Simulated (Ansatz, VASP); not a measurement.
Two plane-wave programs on Al2Au

Contents of INCAR:

```
ALGO = Normal
EDIFF = 1E-6
EDIFFG = -0.005
ENCUT = 600
GGA = PE
IBRION = 2
ISIF = 3
ISMEAR = 0
LASPH = T
LCHARG = F
LREAL = F
LWAVE = F
NELM = 80
NSW = 100
PREC = Accurate
SIGMA = 0.1
```

The input KPOINTS:

```
k-points
0
Gamma
  12 12 12
```

File POSCAR:

```
Al2Au
1.0
    0.0000000000      3.0023346623      3.0023346623
    3.0023346623      0.0000000000      3.0023346623
    3.0023346623      3.0023346623      0.0000000000
Al Au
2 1
Direct
    0.2500000000      0.2500000000      0.2500000000
    0.7500000000      0.7500000000      0.7500000000
    0.0000000000      0.0000000000      0.0000000000
```

Input for Ansatz:

```yaml
crystal:
  lattice:
    - [0.0, 3.0023346623, 3.0023346623]
    - [3.0023346623, 0.0, 3.0023346623]
    - [3.0023346623, 3.0023346623, 0.0]
  atoms:
    - { symbol: Al, position: [0.25, 0.25, 0.25] }
    - { symbol: Al, position: [0.75, 0.75, 0.75] }
    - { symbol: Au, position: [0.0, 0.0, 0.0] }
basis:
  ecutwfc: 420
kpoints:
  mp_grid: { grid: [12, 12, 12] }
hamiltonian:
  xc: pbe
scf:
  occupations: { method: gaussian, width: 0.1 }
output:
  forces: true
  stress: true
  eigenvalues: true
relax:
  adjacent_minimum: "off"
  f_tol: 0.005
  max_steps: 80
  cell: { stress_tol: 0.05 }
```

Alike in both runs: task relaxation of cell and atoms; functional PBE; k mesh 12 × 12 × 12; occupations gaussian, width 0.1 eV; no spin polarisation.

|  | VASP | Ansatz |
| --- | --- | --- |
| version | VASP 6.6.1 | Ansatz 0.2.0 |
| potentials or method | VASP PAW PBE potentials, release 64 (Al, Au), cutoff 600 eV | scalar-relativistic, plane waves, PAW |
| valence electrons in the cell | 17 | 25 |

```csv
,VASP,Ansatz,Ansatz less VASP
"gap on the k mesh at the Fermi level, each at its own relaxed structure (eV)",none,none,-
relaxed volume (Å³/atom),18.52,18.56,+0.041
relaxed cell length with the largest relative difference (Å),4.283,4.286,+0.0032
```

A gap of «none» marks a metal or a gap that the smearing closes. VASP's potentials hold 17 valence electrons a cell and Ansatz's 25, so a difference there can come from the potentials and not from the codes.

Neither program's run includes spin-orbit coupling.
